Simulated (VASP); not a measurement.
## SiC: single point with r2SCAN

The system is SiC.

```
Si C
1.0
     3.07530    0.00000    0.00000
    -1.53765    2.66329    0.00000
     0.00000    0.00000    5.04834
Si C
2 2
Direct
  0.33333 0.66667 0.49960
  0.66667 0.33333 0.99960
  0.33333 0.66667 0.87540
  0.66667 0.33333 0.37540
```

| Quantity | Value |
| --- | --- |
| Program | VASP 6.6.1 |
| Task | single point |
| Functional | r2SCAN |
| Potentials or basis | VASP PAW PBE potentials, release 64 (Si, C) |
| Cutoff | 520 eV |
| k mesh | 12 × 12 × 6 |
| Occupations | gaussian, width 0.02 eV |
| Spin | no spin polarisation |

The pressure is -0.2 GPa and the band gap on the k mesh is 2.66 eV, indirect (least direct gap 4.48 eV).

Levels at points of the mesh, in eV from the valence-band top:
```tsv
k point	band 6	band 7	band 8	band 9	band 10	band 11
(0.00, 0.00, 0.00)	-0.11	0.00	0.00	5.38	6.77	7.19
(0.50, 0.00, 0.00)	-3.48	-3.36	-1.26	3.23	4.66	7.47
(0.00, 0.00, 0.50)	-0.75	-0.75	-0.75	6.50	6.50	7.89
(0.50, 0.00, 0.50)	-2.56	-2.44	-2.44	3.72	3.72	5.79
```

Wall time 92 s on 1 thread of AMD EPYC 9R45 96-Core Processor (Zen 5), on a shared host, peak memory 0.15 GiB.

Caveat: the PAW data sets were made with another functional, which shifts forces and pressure a little. A k mesh can miss the band edges.
